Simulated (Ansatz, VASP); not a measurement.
## Two plane-wave programs on Sn

File POSCAR:

```
Sn
1.0
    0.0000000000      3.3829935737      3.1897192813
    3.3829935737      0.0000000000      3.1897192813
    3.3829935737      3.3829935737      0.0000000000
Sn
2
Direct
    0.0000000000      0.0000000000      0.0000000000
    0.2500000000      0.2500000000      0.2500000000
```

The input INCAR.step1:

```
PREC     = Accurate       # precision mode
ENCUT    = 520            # plane-wave cutoff, eV
ISMEAR   = -1             # smearing method
SIGMA    = 0.02           # smearing width, eV
LREAL    = False          # projectors in reciprocal space
LASPH    = True           # aspherical terms in the spheres
NELM     = 100            # most SCF steps
NBANDS   = 21             # bands
GGA      = PE             # functional
ALGO     = Normal         # electronic algorithm
EDIFF    = 1E-4           # SCF threshold, eV
LWAVE    = True           # write WAVECAR
LCHARG   = False          # write CHGCAR
```

File INCAR.step2:

```
PREC     = Accurate       # precision mode
ENCUT    = 520            # plane-wave cutoff, eV
EDIFF    = 1E-7           # SCF threshold, eV
ISMEAR   = -1             # smearing method
SIGMA    = 0.02           # smearing width, eV
LREAL    = False          # projectors in reciprocal space
LASPH    = True           # aspherical terms in the spheres
NELM     = 100            # most SCF steps
ALGO     = Normal         # electronic algorithm
ISIF     = 2              # what is computed and relaxed
LWAVE    = False          # write WAVECAR
LCHARG   = True           # write CHGCAR
METAGGA  = R2SCAN         # meta-GGA
LMIXTAU  = True         
LELF     = True           # ELF
LVHAR    = True         
NBANDS   = 21             # bands
ISTART   = 1
```

File KPOINTS:

```
Automatic mesh
0
Gamma
  6 6 6
```

Input for Ansatz:

```yaml
crystal:
  lattice:
    - [0.0, 3.3829935737, 3.1897192813]
    - [3.3829935737, 0.0, 3.1897192813]
    - [3.3829935737, 3.3829935737, 0.0]
  atoms:
    - { symbol: Sn, position: [0.0, 0.0, 0.0] }
    - { symbol: Sn, position: [0.25, 0.25, 0.25] }
kpoints:
  mp_grid: { grid: [6, 6, 6] }
  band_path:
    path:
      - [0.0, 0.0, 0.0]
      - [0.5, 0.0, 0.5]
      - [0.625, 0.25, 0.625]
      - [0.375, 0.375, 0.75]
      - [0.5, 0.5, 0.5]
      - [0.5, 0.25, 0.75]
      - [-0.039062, -0.008789, -0.047852]
      - [0.0, 0.0, 0.5]
    npoints: 1
hamiltonian:
  xc: r2scan
scf:
  occupations: { method: fermi_dirac, width: 0.02 }
  n_extra_bands: 4
output:
  forces: true
  stress: true
  eigenvalues: true
```

Change from the starting cell: epitaxial_xy strain +3.0%.

Alike in both runs: task single point; functional r2SCAN; k mesh 6 × 6 × 6; occupations fermi-dirac, width 0.02 eV; no spin polarisation.

|  | VASP | Ansatz |
| --- | --- | --- |
| version | VASP 6.6.1 | Ansatz 0.2.0 |
| potentials or method | VASP PAW PBE potentials, release 64 (Sn_d) | plane waves, PAW |
| plane-wave cutoff (eV) | 520 | 500 |
| valence electrons in the cell | 28 | 28 |

Ansatz gave:

| Quantity | Value |
| --- | --- |
| pressure (GPa) | -1.2 |
| traceless stress, the component that is largest in VASP (GPa) | 1.25 |

**Question.** Estimate VASP's values.

**Answer.** Pressure (GPa): -1.3; traceless stress, the component that is largest in VASP (GPa): 1.25.

VASP's potentials were made for PBE, not for r2SCAN.
